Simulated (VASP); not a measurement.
# KCdCO3F (P-6m2) in VASP: settings compared

The runs below take KCdCO3F through single point, with PBE, r2SCAN.

Program: VASP 6.6.1. These are calculated values, not measurements. Logs are shortened: lines on timing, memory, paths and dates and some standing lists are left out, and cuts for length are marked.

## Step 1: The cell of the first run

It takes space group P-6m2 (No. 187, hexagonal). The conventional cell has a = 5.233 Å, b = 5.233 Å, c = 4.577 Å, α = 90.00°, β = 90.00°, γ = 120.00°. Within 3.8 Å of K (site symmetry -6m2) lie 6 O at 2.85 Å and 3 F at 3.02 Å and 6 Cd at 3.79 Å and 6 C at 3.79 Å. Within 3.1 Å of Cd (site symmetry -6m2) lie 2 F at 2.29 Å and 6 O at 2.62 Å and 3 C at 3.02 Å. C (site symmetry -6m2) has 3 O at 1.32 Å within 1.8 Å. O (site symmetry mm2) has 1 C at 1.32 Å within 1.8 Å. Within 3.1 Å of F (site symmetry -6m2) lie 2 Cd at 2.29 Å and 3 K at 3.02 Å.

## Step 2: Single point, PBE (15.51 Å³/atom)

Contents of INCAR:

```
SYSTEM = KCdCO3F
PREC = Accurate ; ENCUT = 520
EDIFF = 1E-7 ; ISMEAR = 0
SIGMA = 0.01 ; LREAL = .FALSE.
LASPH = .TRUE. ; NELM = 80
ALGO = Normal ; ISIF = 2
LWAVE = .FALSE. ; LCHARG = .FALSE.
GGA = PE ; NBANDS = 34
```

Contents of KPOINTS:

```
Automatic mesh
0
G
  6 6 6
  0 0 0
```

Contents of POSCAR:

```
KCdCO3F
1.0
    5.2332626563      0.0000000000      0.0000000000
   -2.6166313281      4.5321384050      0.0000000000
    0.0000000000      0.0000000000      4.5767377825
K Cd C O F
1 1 1 3 1
Direct
    0.0000000000      0.0000000000      0.0000000000
    0.6666666667      0.3333333333      0.5000000000
    0.3333333333      0.6666666667      0.5000000000
    0.1878722204      0.3757444408      0.5000000000
    0.1878722204      0.8121277796      0.5000000000
    0.6242555592      0.8121277796      0.5000000000
    0.6666666667      0.3333333333      0.0000000000
```

Potentials or basis: VASP PAW PBE potentials, release 64 (K_sv, Cd, C, O, F).

On the command line:

```
$ cat potpaw_PBE.64/K_sv/POTCAR potpaw_PBE.64/Cd/POTCAR potpaw_PBE.64/C/POTCAR potpaw_PBE.64/O/POTCAR potpaw_PBE.64/F/POTCAR > POTCAR
$ mpirun -np 1 vasp_std > vasp.out
```

OUTCAR:

```text
SYSTEM = KCdCO3F
   PREC = Accurate
   ENCUT = 520
   EDIFF = 1E-7
   ISMEAR = 0
   LREAL = .FALSE.
   LASPH = .TRUE.
   NELM = 80
   ISIF = 2
   GGA = PE

 ion  position               nearest neighbor table
   1  0.000  0.000  0.000-   4 2.85   4 2.85   5 2.85   5 2.85   6 2.85   6 2.85   2 3.79   2 3.79
                             2 3.79   2 3.79   2 3.79   2 3.79
   2  0.667  0.333  0.500-   7 2.29   7 2.29   6 2.62   4 2.62   5 2.62   5 2.62   6 2.62   4 2.62
                             1 3.79   1 3.79   1 3.79   1 3.79   1 3.79   1 3.79
   3  0.333  0.667  0.500-   5 1.32   4 1.32   6 1.32
   4  0.188  0.376  0.500-   3 1.32   2 2.62   2 2.62   1 2.85   1 2.85
   5  0.188  0.812  0.500-   3 1.32   2 2.62   2 2.62   1 2.85   1 2.85
   6  0.624  0.812  0.500-   3 1.32   2 2.62   2 2.62   1 2.85   1 2.85
   7  0.667  0.333  0.000-   2 2.29   2 2.29

  LATTYP: Found a hexagonal cell.
 ALAT       =     5.2332626563
 C/A-ratio  =     0.8745476929

  Lattice vectors:

 A1 = (   5.2332626563,   0.0000000000,   0.0000000000)
 A2 = (  -2.6166313281,   4.5321384050,   0.0000000000)
 A3 = (   0.0000000000,   0.0000000000,   4.5767377825)

Analysis of symmetry for initial positions (statically):
=====================================================================
 Subroutine PRICEL returns:
 Original cell was already a primitive cell.

 Routine SETGRP: Setting up the symmetry group for a
 hexagonal supercell.

 Subroutine GETGRP returns: Found 12 space group operations
 (whereof 12 operations were pure point group operations)
 out of a pool of 24 trial point group operations.

The static configuration has the point symmetry D_3h.

Analysis of symmetry for dynamics (positions and initial velocities):
=====================================================================
 Subroutine PRICEL returns:
 Original cell was already a primitive cell.

 Routine SETGRP: Setting up the symmetry group for a
 hexagonal supercell.

 Subroutine GETGRP returns: Found 12 space group operations
 (whereof 12 operations were pure point group operations)
 out of a pool of 24 trial point group operations.

The dynamic configuration has the point symmetry D_3h.

 Subroutine INISYM returns: Found 12 space group operations
 (whereof 12 operations are pure point group operations),
 and found     1 'primitive' translations

----------------------------------------------------------------------------------------
[... 108 lines left out ...]
   NFREE  =      0    steps in history (QN), initial steepest desc. (CG)
   ISIF   =      2    stress and relaxation
   ISYM   =      2    0-nonsym 1-usesym 2-fastsym
   POTIM  = 0.5000    time-step for ionic-motion
   TEBEG  =    0.0;   TEEND  =   0.0 temperature during run
   PSTRESS=    0.0 pullay stress
   NELECT =      50.0000    total number of electrons
   NUPDOWN=      -1.0000    fix difference up-down
   EMIN   =  10.00;   EMAX   =-10.00  energy-range for DOS
   EFERMI =   0.00;   METHOD = LEGACY
   ISMEAR =     0;   SIGMA  =   0.01  broadening in eV -4-tet -1-fermi 0-gaus
   EFERMI_NEDOS =   21; number of points for ismear=-14 and -15
   IALGO  =     38    algorithm
   IMIX   =      4    mixing-type and parameters
     AMIX     =   0.40;   BMIX     =  1.00
     AMIX_MAG =   1.60;   BMIX_MAG =  1.00
  volume/ion in A,a.u.               =      15.51       104.65
  Fermi-wavevector in a.u.,A,eV,Ry     =   1.264312  2.389203 21.748706  1.598485
  Thomas-Fermi vector in A             =   2.397624
   LORBIT       =      0    0 simple, 1 ext, 2 COOP (PROOUT), +10 PAW based schemes
   GGA     = PE    functional components
   LHFCALC =     F    Hartree Fock is set to
   AEXX    =    0.0000 exact exchange contribution
   IVDW    =     0    specifies the selected vdW correction
   LEPSILON=     F    determine dielectric tensor
   LRPA    =     F    only Hartree local field effects (RPA)
 non-spin polarized calculation
 Gauss-broadening in eV      SIGMA  =   0.01
  energy-cutoff  :      520.00
  volume of cell :      108.55
 maximum number of plane-waves:      2957
 NGX is ok and might be reduce to    40
   NGX = 19   NGY = 19   NGZ = 17

 number of electron      50.0000002 magnetization

 Free energy of the ion-electron system (eV)
  ---------------------------------------------------
  ext. energy  EPLUGINS =         0.00000000
  ---------------------------------------------------
  free energy    TOTEN  =       -39.75320053 eV

  energy without entropy =      -39.75320053  energy(sigma->0) =      -39.75320053

 E-fermi :  -0.2908     XC(G=0):  -8.9487

 val. band max:       -0.4317837078   @ k =   0.0000   0.0000   0.5000
 cond. band min:       1.0780845244   @ k =   0.0000   0.0000   0.0000
 fundamental gap:      1.5098682322
 Fermi energy:        -0.2908288451

 k-point     1 :       0.0000    0.0000    0.0000
  band No.  band energies     occupation
      1     -28.2566      2.00000
      2     -21.9035      2.00000
      3     -21.7261      2.00000
      4     -18.6835      2.00000
      5     -18.6835      2.00000
      6     -11.7878      2.00000
[... 877 lines left out ...]
     33       9.4276      0.00000
     34       9.9517      0.00000

 [... further k-points ...]

------------------------ aborting loop because EDIFF is reached ----------------------------------------

  FORCE on cell =-STRESS in cart. coord.  units (eV):
  Direction    XX          YY          ZZ          XY          YZ          ZX
  --------------------------------------------------------------------------------------
  -------------------------------------------------------------------------------------
  Total       -3.7531897     -3.7531897     -1.6573617     -0.0000000      0.0000000      0.0000000
  in kB      -55.3961224    -55.3961224    -24.4622355     -0.0000000      0.0000000      0.0000000
  external PRESSURE =     -45.0848267 kB  Pullay stress =       0.0000000 kB

 VOLUME and BASIS-vectors are now :
 -----------------------------------------------------------------------------
  energy-cutoff  :      520.00
  volume of cell :      108.55
      direct lattice vectors                 reciprocal lattice vectors
     5.233262656  0.000000000  0.000000000     0.191085383  0.110323197  0.000000000
    -2.616631328  4.532138405  0.000000000     0.000000000  0.220646395  0.000000000
     0.000000000  0.000000000  4.576737783     0.000000000  0.000000000  0.218496241

 POSITION                                       TOTAL-FORCE (eV/Angst)
 -----------------------------------------------------------------------------------
      0.00000      0.00000      0.00000        -0.000000     -0.000000      0.000000
      2.61663      1.51071      2.28837        -0.000000     -0.000000      0.000000
     -0.00000      3.02143      2.28837        -0.000000     -0.000000      0.000000
      0.00000      1.70293      2.28837         0.000000      1.095331     -0.000000
     -1.14185      3.68068      2.28837         0.948585     -0.547666     -0.000000
      1.14185      3.68068      2.28837        -0.948585     -0.547666     -0.000000
      2.61663      1.51071      0.00000        -0.000000      0.000000      0.000000
 -----------------------------------------------------------------------------------
    total drift:                               -0.000003      0.000002      0.000000

  FREE ENERGIE OF THE ION-ELECTRON SYSTEM (eV)
  ---------------------------------------------------
  free  energy   TOTEN  =       -39.7532005299 eV

  energy  without entropy=      -39.7532005299  energy(sigma->0) =      -39.75320053
```

stdout:

```text
POSCAR found type information on POSCAR K CdC O F
 POSCAR found :  5 types and       7 ions
 scaLAPACK will be used
 LDA part: xc-table for (Slater+PW92), standard interpolation
 POSCAR, INCAR and KPOINTS ok, starting setup
 FFT: planning ... GRIDC
 FFT: planning ... GRID_SOFT
 FFT: planning ... GRID
 WAVECAR not read
 entering main loop
```

Wall time 2 min (1 thread of Oxide Virtual Turin-like, shared host); peak memory 0.26 GiB.

Results:

| Item | Value |
| --- | --- |
| Free energy | -39.7532 eV |
| Pressure | -4.5 GPa |
| Largest force | 1.095 eV/Å |
| Band gap on the k mesh | 1.51 eV |

Forces in eV/Å, atoms in the order of the input:
```
K    0.000  0.000  0.000
Cd   0.000  0.000  0.000
C    0.000  0.000  0.000
O    0.000  1.095  0.000
O    0.949 -0.548  0.000
O   -0.949 -0.548  0.000
F    0.000  0.000  0.000
```

Caveat: the cell stands under tension; forces of over 1 eV/Å act on the atoms, so gaps and moduli don't describe the material at rest. A k mesh can miss the band edges.

## Step 3: Single point, r2SCAN (13.08 Å³/atom)

This run uses another cell than the first one, of 13.08 Å³/atom.

Contents of POSCAR:

```
KCdCO3F
1.0
    4.9390036571      0.0000000000      0.0000000000
   -2.4695018285      4.2773026364      0.0000000000
    0.0000000000      0.0000000000      4.3337519085
K Cd C O F
1 1 1 3 1
Direct
    0.0000000000      0.0000000000      0.0000000000
    0.6666666667      0.3333333333      0.5000000000
    0.3333333333      0.6666666667      0.5000000000
    0.1864134959      0.3728269919      0.5000000000
    0.1864134959      0.8135865041      0.5000000000
    0.6271730081      0.8135865041      0.5000000000
    0.6666666667      0.3333333333      0.0000000000
```

Contents of INCAR.step1:

```
SYSTEM = KCdCO3F
PREC = Accurate
ENCUT = 520
ISMEAR = 0
SIGMA = 0.01
LREAL = .False.
LASPH = .True.
NELM = 100
NBANDS = 34
GGA = PE
ALGO = Normal
EDIFF = 1E-4
LWAVE = .True.
LCHARG = .False.
```

Contents of INCAR.step2:

```
SYSTEM = KCdCO3F
PREC = Accurate
ENCUT = 520
EDIFF = 1E-7
ISMEAR = 0
SIGMA = 0.01
LREAL = .False.
LASPH = .True.
NELM = 100
ALGO = Normal
ISIF = 2
LWAVE = .False.
LCHARG = .False.
METAGGA = R2SCAN
LMIXTAU = .True.
NBANDS = 34
ISTART = 1
```

Contents of KPOINTS:

```
regular mesh
0
Gamma
  6 6 6
  0 0 0
```

Potentials or basis: VASP PAW PBE potentials, release 64 (K_sv, Cd, C, O, F).

On the command line:

```
$ cat potpaw_PBE.64/K_sv/POTCAR potpaw_PBE.64/Cd/POTCAR potpaw_PBE.64/C/POTCAR potpaw_PBE.64/O/POTCAR potpaw_PBE.64/F/POTCAR > POTCAR
$ cp INCAR.step1 INCAR
$ mpirun -np 1 vasp_std > vasp.out
$ cp INCAR.step2 INCAR
$ mpirun -np 1 vasp_std > vasp.out
```

Wall time 6.4 min (1 thread of Oxide Virtual Turin-like, shared host); peak memory 0.26 GiB.

It converged, with:

```
Free energy            : -70.0903 eV
Pressure               : 9.5 GPa
Largest force          : 2.114 eV/Å
Band gap on the k mesh : 2.92 eV (least direct gap 2.93 eV)
```

Forces on the atoms (eV/Å):
```
K    0.000  0.000  0.000
Cd   0.000  0.000  0.000
C    0.000  0.000  0.000
O    0.000 -2.114  0.000
O   -1.831  1.057  0.000
O    1.831  1.057  0.000
F    0.000  0.000  0.000
```

Stress tensor (GPa, compression positive):
```
11.61  0.00  0.00
 0.00 11.61  0.00
 0.00  0.00  5.26
```

Levels at points of the mesh, in eV from the valence-band top:
```tsv
k point	band 22	band 23	band 24	band 25	band 26	band 27	band 28	band 29
(0.00, 0.00, 0.00)	-1.85	-1.65	-1.65	-0.01	2.92	6.91	6.95	9.88
(0.50, 0.00, 0.00)	-2.13	-1.61	-1.55	-0.06	5.32	6.65	6.91	9.75
(0.00, 0.00, 0.50)	-2.00	-1.54	-1.54	0.00	5.43	6.14	7.03	10.22
(0.50, 0.00, 0.50)	-1.89	-1.49	-1.21	-0.05	6.98	7.00	7.95	9.02
```

Caveat: the stress differs along the axes, from 5 to 12 GPa; the PAW data sets were made with another functional, which shifts forces and pressure a little.

## Step 4: Single point, r2SCAN (13.50 Å³/atom)

This run uses another cell than the first one, of 13.50 Å³/atom.

Changes to POSCAR since step 3:

```diff
@@ -2,5 +2,5 @@
 1.0
-    4.9390036571      0.0000000000      0.0000000000
-   -2.4695018285      4.2773026364      0.0000000000
-    0.0000000000      0.0000000000      4.3337519085
+    4.9909969901      0.0000000000      0.0000000000
+   -2.4954984950      4.3223301836      0.0000000000
+    0.0000000000      0.0000000000      4.3793737022
 K Cd C O F
```

Contents of INCAR.step1:

```
  ALGO = Normal
  EDIFF = 1E-4
  ENCUT = 520
  GGA = PE
  ISMEAR = 0
  LASPH = T
  LCHARG = F
  LREAL = F
  LWAVE = T
  NBANDS = 34
  NELM = 80
  PREC = Accurate
  SIGMA = 0.01
```

Contents of INCAR.step2:

```
  ALGO = Normal
  EDIFF = 1E-6
  ENCUT = 520
  ISIF = 2
  ISMEAR = 0
  ISTART = 1
  LASPH = T
  LCHARG = F
  LMIXTAU = T
  LREAL = F
  LWAVE = F
  METAGGA = R2SCAN
  NBANDS = 34
  NELM = 80
  PREC = Accurate
  SIGMA = 0.01
```

Contents of KPOINTS:

```
k-points
0
Gamma
  6 6 6
```

On the command line:

```
$ cat potpaw_PBE.64/K_sv/POTCAR potpaw_PBE.64/Cd/POTCAR potpaw_PBE.64/C/POTCAR potpaw_PBE.64/O/POTCAR potpaw_PBE.64/F/POTCAR > POTCAR
$ cp INCAR.step1 INCAR
$ mpirun -np 1 vasp_std > vasp.out
$ cp INCAR.step2 INCAR
$ mpirun -np 1 vasp_std > vasp.out
```

Wall time 3.4 min (1 thread of Oxide Virtual Turin-like, shared host); peak memory 0.27 GiB.

Results (log left out):

```
Free energy            : -70.2257 eV
Pressure               : 4.9 GPa
Largest force          : 1.189 eV/Å
Band gap on the k mesh : 2.78 eV
```

Forces in eV/Å, atoms in the order of the input:
```
K    0.000  0.000  0.000
Cd   0.000  0.000  0.000
C    0.000  0.000  0.000
O    0.000 -1.189  0.000
O   -1.030  0.595  0.000
O    1.030  0.595  0.000
F    0.000  0.000  0.000
```

Stress tensor (GPa, compression positive):
```
6.10 0.00 0.00
0.00 6.10 0.00
0.00 0.00 2.62
```

Levels at points of the mesh, in eV from the valence-band top:
```
           k point  band 23  band 24  band 25  band 26  band 27  band 28
(0.00, 0.00, 0.00)    -1.58    -1.58     0.00     2.78     6.75     6.90
(0.50, 0.00, 0.00)    -1.55    -1.50    -0.09     5.11     6.62     6.77
(0.00, 0.00, 0.50)    -1.48    -1.48     0.00     5.18     6.02     6.97
(0.50, 0.00, 0.50)    -1.44    -1.27    -0.08     6.72     6.85     7.84
```

Caveat: the cell stands under pressure; the PAW data sets were made with another functional, which shifts forces and pressure a little. A k mesh can miss the band edges.

## Step 5: Single point, r2SCAN

This run uses another cell than the first one, of 13.91 Å³/atom.

Changes to POSCAR since step 4:

```diff
@@ -2,5 +2,5 @@
 1.0
-    4.9909969901      0.0000000000      0.0000000000
-   -2.4954984950      4.3223301836      0.0000000000
-    0.0000000000      0.0000000000      4.3793737022
+    5.0419290486      0.0000000000      0.0000000000
+   -2.5209645243      4.3664386401      0.0000000000
+    0.0000000000      0.0000000000      4.4240642756
 K Cd C O F
```

Contents of INCAR.step1:

```
PREC = Accurate ; ENCUT = 520
ISMEAR = 0 ; SIGMA = 0.01
LREAL = False ; LASPH = True
NELM = 60 ; NBANDS = 34
GGA = PE ; ALGO = Normal
EDIFF = 1E-4 ; LWAVE = True
LCHARG = False
```

Contents of INCAR.step2:

```
PREC = Accurate ; ENCUT = 520
EDIFF = 1E-6 ; ISMEAR = 0
SIGMA = 0.01 ; LREAL = False
LASPH = True ; NELM = 60
ALGO = Normal ; ISIF = 2
LWAVE = False ; LCHARG = True
METAGGA = R2SCAN ; LMIXTAU = True
LELF = True ; LVHAR = True
NBANDS = 34 ; ISTART = 1
```

Contents of KPOINTS:

```
regular mesh
0
Gamma
  6 6 6
```

On the command line:

```
$ cat potpaw_PBE.64/K_sv/POTCAR potpaw_PBE.64/Cd/POTCAR potpaw_PBE.64/C/POTCAR potpaw_PBE.64/O/POTCAR potpaw_PBE.64/F/POTCAR > POTCAR
$ cp INCAR.step1 INCAR
$ mpirun -np 1 vasp_std > vasp.out
$ cp INCAR.step2 INCAR
$ mpirun -np 1 vasp_std > vasp.out
```

Wall time 4.6 min (1 thread of Oxide Virtual Turin-like, shared host); peak memory 0.27 GiB.

The run converged. Its results:

* Free energy: -70.2847 eV
* Pressure: 1.1 GPa
* Largest force: 0.357 eV/Å
* Band gap on the k mesh: 2.64 eV

Forces in eV/Å, atoms in the order of the input:
```
K    0.000  0.000  0.000
Cd   0.000  0.000  0.000
C    0.000  0.000  0.000
O    0.000 -0.357  0.000
O   -0.309  0.179  0.000
O    0.309  0.179  0.000
F    0.000  0.000  0.000
```

Stress tensor (GPa, compression positive):
```
1.44 0.00 0.00
0.00 1.44 0.00
0.00 0.00 0.45
```

Levels at points of the mesh, in eV from the valence-band top:
| k point | band 23 | band 24 | band 25 | band 26 | band 27 | band 28 |
| --- | --- | --- | --- | --- | --- | --- |
| (0.00, 0.00, 0.00) | -1.51 | -1.51 | 0.00 | 2.64 | 6.60 | 6.85 |
| (0.50, 0.00, 0.00) | -1.49 | -1.45 | -0.11 | 4.91 | 6.59 | 6.64 |
| (0.00, 0.00, 0.50) | -1.43 | -1.43 | 0.00 | 4.96 | 5.90 | 6.90 |
| (0.50, 0.00, 0.50) | -1.38 | -1.33 | -0.11 | 6.48 | 6.71 | 7.74 |

Caveat: the PAW data sets were made with another functional, which shifts forces and pressure a little. r2SCAN opens gaps a little over a GGA but as a rule still falls short of measured ones.

## Step 6: The runs side by side

```csv
level,cell,gap on the mesh (eV),pressure (GPa),largest force (eV/Å)
PBE,"a = 5.233, b = 5.233, c = 4.577 Å, angles 90.0, 90.0, 120.0°, 7 atoms, atomic positions A",1.51,-4.5,1.10
r2SCAN,"a = 4.939, b = 4.939, c = 4.334 Å, angles 90.0, 90.0, 120.0°, 7 atoms, atomic positions B",2.92,9.5,2.11
r2SCAN,"a = 4.991, b = 4.991, c = 4.379 Å, angles 90.0, 90.0, 120.0°, 7 atoms, atomic positions B",2.78,4.9,1.19
r2SCAN,"a = 5.042, b = 5.042, c = 4.424 Å, angles 90.0, 90.0, 120.0°, 7 atoms, atomic positions B",2.64,1.1,0.36
```

Alike in all rows: task single point; potentials or basis VASP PAW PBE potentials, release 64 (K_sv, Cd, C, O, F); no spin polarisation; k mesh 6 × 6 × 6; cutoff (eV) 520; smearing gaussian 0.01 eV.

Caveats: the PAW data sets were made with another functional, which shifts forces and pressure a little (at least some runs); the cell stands under tension (at least some runs); forces of over 1 eV/Å act on the atoms, so gaps and moduli don't describe the material at rest (at least some runs); the stress differs along the axes, from 5 to 12 GPa (at least some runs); the cell stands under pressure (at least some runs).

Absolute energies hang on the potentials; compare differences alone.
